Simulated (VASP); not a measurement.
Here is a VASP 6.6.1 calculation.

File INCAR:

```
ALGO = Normal ; EDIFF = 1E-6
EDIFFG = -0.008 ; ENCUT = 600
GGA = PE ; IBRION = 2
ISIF = 3 ; ISMEAR = 0
IVDW = 12 ; LASPH = True
LCHARG = False ; LREAL = False
LWAVE = False ; NELM = 80
NSW = 70 ; PREC = Accurate
PSTRESS = 500.0 ; SIGMA = 0.02
```

Contents of KPOINTS:

```
k-points
0
Gamma
  12 12 6
```

POSCAR

```
Br
1.0
    2.6333501028     -1.7295484826      0.0000000000
    2.6333501028      1.7295484826      0.0000000000
    0.0000000000      0.0000000000      7.7674520102
Br
4
Direct
    0.1893556628      0.8106443372      0.1229172832
    0.6893556628      0.3106443372      0.3770827168
    0.8106443372      0.1893556628      0.8770827168
    0.3106443372      0.6893556628      0.6229172832
```

Potentials or basis: VASP PAW PBE potentials, release 64 (Br).

Launch:

```bash
$ cat potpaw_PBE.64/Br/POTCAR > POTCAR
$ mpirun -np 1 vasp_std > vasp.out
```

Task: Predict the relaxed cell.

Result: a = 3.037 Å, b = 3.037 Å, c = 7.730 Å, α = 90.00°, β = 90.00°, γ = 67.35°.

Task: What does it give for the relaxed volume?

Result: 16.45 Å³/atom.

Task: Estimate the band gap on the k mesh.

Result: Zero (bands 14 and 15 overlap by 0.23 eV).

Task: Predict the dispersion energy per atom.

Result: -0.449 eV.

The path:
```tsv
step	energy change (eV)	largest force (eV/Å)	pressure (GPa)	volume (Å³)
1	0.0000	0.3560	38.40	70.75
2	4.3655	0.7840	84.57	58.40
3	1.1977	0.4880	51.07	66.29
4	1.2506	0.4926	51.60	66.12
5	1.3556	0.2229	49.36	65.73
6	1.2727	0.2147	50.20	65.92
7	1.2218	0.1378	49.59	66.06
8	1.1537	0.1075	48.74	66.26
9	1.3074	0.0929	50.43	65.76
10	1.2856	0.0940	50.20	65.83
11	1.2900	0.0243	50.09	65.81
12	1.2920	0.0208	50.05	65.81
13	1.2919	0.0195	50.06	65.81
14	1.2837	0.0108	49.94	65.83
15	1.2804	0.0076	49.90	65.84
16	1.2864	0.0071	49.95	65.82
17	1.2937	0.0136	50.03	65.80
18	1.2937	0.0079	50.03	65.80
```

Caveat: the cell is relaxed towards a set pressure, so the run minimises the enthalpy, not the energy.
